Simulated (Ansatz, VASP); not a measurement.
# Two plane-wave programs on CdSe

The input INCAR:

```
SYSTEM = CdSe
PREC     = Accurate       ! precision mode
ENCUT    = 600            ! plane-wave cutoff, eV
EDIFF    = 1E-6           ! SCF threshold, eV
ISMEAR   = 0              ! smearing method
SIGMA    = 0.05           ! smearing width, eV
LREAL    = .FALSE.        ! projectors in reciprocal space
LASPH    = .TRUE.         ! aspherical terms in the spheres
NELM     = 80             ! most SCF steps
ALGO     = Normal         ! electronic algorithm
ISIF     = 3              ! what is computed and relaxed
LWAVE    = .FALSE.        ! write WAVECAR
LCHARG   = .FALSE.        ! write CHGCAR
GGA      = PE             ! functional
IBRION   = 2              ! ionic algorithm
NSW      = 80             ! ionic steps
EDIFFG   = -0.01          ! ionic threshold
```

KPOINTS

```
Automatic mesh
0
G
  10 10 6
  0 0 0
```

File POSCAR:

```
CdSe
1.0
    4.3000000000      0.0000000000      0.0000000000
   -2.1500000000      3.7239092363      0.0000000000
    0.0000000000      0.0000000000      7.0200000000
Cd Se
2 2
Direct
    0.3333333333      0.6666666667      0.0000000000
    0.6666666667      0.3333333333      0.5000000000
    0.3333333333      0.6666666667      0.3850000000
    0.6666666667      0.3333333333      0.8850000000
```

Input for Ansatz:

```yaml
crystal:
  lattice:
    - [4.3, 0.0, 0.0]
    - [-2.15, 3.7239092363, 0.0]
    - [0.0, 0.0, 7.02]
  atoms:
    - { symbol: Cd, position: [0.3333333333, 0.6666666667, 0.0] }
    - { symbol: Cd, position: [0.6666666667, 0.3333333333, 0.5] }
    - { symbol: Se, position: [0.3333333333, 0.6666666667, 0.385] }
    - { symbol: Se, position: [0.6666666667, 0.3333333333, 0.885] }
basis:
  ecutwfc: 420
  ecutrho_ratio: 4
kpoints:
  mp_grid: { grid: [10, 10, 6] }
hamiltonian:
  xc: pbe
scf:
  occupations: { method: gaussian, width: 0.05 }
output:
  forces: true
  stress: true
  eigenvalues: true
relax:
  f_tol: 0.01
  max_steps: 60
  cell: { stress_tol: 0.04 }
```

Alike in both runs: task relaxation of cell and atoms; functional PBE; k mesh 10 × 10 × 6; occupations gaussian, width 0.05 eV; no spin polarisation.

|  | VASP | Ansatz |
| --- | --- | --- |
| version | VASP 6.6.1 | Ansatz 0.2.0 |
| potentials or method | VASP PAW PBE potentials, release 64 (Cd, Se), cutoff 600 eV | scalar-relativistic, plane waves, PAW |
| valence electrons in the cell | 36 | 72 |

|  | VASP | Ansatz | Ansatz less VASP |
| --- | --- | --- | --- |
| gap on the k mesh at the Fermi level, each at its own relaxed structure (eV) | 0.53 | 0.54 | +0.011 |
| relaxed volume (Å³/atom) | 29.90 | 29.76 | -0.140 |
| relaxed cell length with the largest relative difference (Å) | 4.390 | 4.383 | -0.0070 |

VASP's potentials hold 36 valence electrons a cell and Ansatz's 72, so a difference there can come from the potentials and not from the codes.
